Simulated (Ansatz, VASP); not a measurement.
## NbCrCl: VASP beside Ansatz

Contents of INCAR:

```
  PREC = Accurate
  ENCUT = 700
  EDIFF = 1E-6
  ISMEAR = 0
  SIGMA = 0.1
  LREAL = F
  LASPH = T
  NELM = 200
  ALGO = Normal
  ISIF = 2
  LWAVE = F
  LCHARG = F
  ISPIN = 2
  MAGMOM = 0 3 0
  LORBIT = 11
  LMAXMIX = 4
  GGA = PE
  NBANDS = 28
  GGA_COMPAT = F
```

Contents of KPOINTS:

```
regular mesh
0
Gamma
  4 4 4
```

Contents of POSCAR:

```
NbCrCl
1.0
    4.7142921300      0.0000000000      0.0000000000
    0.0000000000      4.7142921300      0.0000000000
    0.0000000000      0.0000000000      4.8315709600
Nb Cr Cl
1 1 1
Direct
    0.5000000000      0.5000000000      0.0000000000
    0.0000000000      0.0000000000      0.0000000000
    0.5000000000      0.5000000000      0.5000000000
```

Input for Ansatz:

```yaml
crystal:
  lattice:
    - [4.71429213, 0.0, 0.0]
    - [0.0, 4.71429213, 0.0]
    - [0.0, 0.0, 4.83157096]
  atoms:
    - { symbol: Nb, position: [0.5, 0.5, 0.0] }
    - { symbol: Cr, position: [0.0, 0.0, 0.0], spin: 3.0 }
    - { symbol: Cl, position: [0.5, 0.5, 0.5] }
basis:
  ecutwfc: 420
kpoints:
  mp_grid: { grid: [4, 4, 4] }
hamiltonian:
  xc: pbe
scf:
  occupations: { method: gaussian, width: 0.1 }
  lower_state_search: "off"
output:
  forces: true
  stress: true
  eigenvalues: true
  populations: true
magnetization:
  spin_polarized: true
```

Alike in both runs: task single point; functional PBE; k mesh 4 × 4 × 4; occupations gaussian, width 0.1 eV; collinear spin.

|  | VASP | Ansatz |
| --- | --- | --- |
| version | VASP 6.6.1 | Ansatz 0.2.0 |
| potentials or method | VASP PAW PBE potentials, release 64 (Nb_sv, Cr_sv, Cl), cutoff 700 eV | scalar-relativistic, plane waves, PAW |
| valence electrons in the cell | 34 | 34 |

Ansatz gave:

| Property | Result |
| --- | --- |
| gap on the k mesh at the Fermi level (eV) | none |
| pressure (GPa) | -5.8 |
| traceless stress, the component that is largest in VASP (GPa) | 4.70 |
| net moment per atom (μB) | 0.76 |
| size of the moment on the site where the two differ most (μB) | 4.32 |

Q: Which values does VASP return?

A: gap on the k mesh at the Fermi level (eV): none; pressure (GPa): -5.9; traceless stress, the component that is largest in VASP (GPa): 4.66; net moment per atom (μB): 0.76; size of the moment on the site where the two differ most (μB): 3.70.

Site moments also hang on the region over which each program counts them. A gap of «none» marks a metal or a gap that the smearing closes.
